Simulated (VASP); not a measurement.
Input of a VASP 6.6.1 run:

Contents of INCAR:

```
SYSTEM = CuO
PREC = Accurate
ENCUT = 520
EDIFF = 1E-7
ISMEAR = -1
SIGMA = 0.05
LREAL = .FALSE.
LASPH = .TRUE.
NELM = 80
ALGO = Normal
ISIF = 2
LWAVE = .FALSE.
LCHARG = .FALSE.
GGA = B5
ALDAX = 1.0
AGGAX = 1.0
AGGAC = 1.0
ALDAC = 0.0
NBANDS = 25
```

KPOINTS

```
regular mesh
0
G
  10 10 5
  0 0 0
```

POSCAR

```
CuO
1.0
    2.1123836162     -2.1158792605      0.1660953809
    2.1123836162      2.1158792605      0.1660953809
   -0.4080087392      0.0000000000      5.1802422611
Cu O
2 2
Direct
    0.5000000000      0.0000000000      0.5000000000
    0.0000000000      0.5000000000      0.0000000000
    0.4999724955      0.5000275045      0.7500000000
    0.5000275045      0.4999724955      0.2500000000
```

Potentials or basis: VASP PAW PBE potentials, release 64 (Cu, O).

Command:

```sh
$ cat potpaw_PBE.64/Cu/POTCAR potpaw_PBE.64/O/POTCAR > POTCAR
$ mpirun -np 1 vasp_std > vasp.out
```

Task: Predict the pressure.

Result: 0.7 GPa.

Task: Predict the band gap on the k mesh.

Result: Zero (bands 17 and 18 overlap by 0.87 eV).

Stress tensor (GPa, compression positive):
```
 0.52  0.00 -0.03
 0.00  0.55  0.00
-0.03  0.00  0.90
```

Caveat: the PAW data sets were made with another functional, which shifts forces and pressure a little; semilocal functionals often make such compounds metallic where correlation or magnetic order opens a gap, which also shifts bond lengths. With open d or f shells a metallic result of BLYP can be an artefact of self-interaction; +U or a hybrid may open a gap.
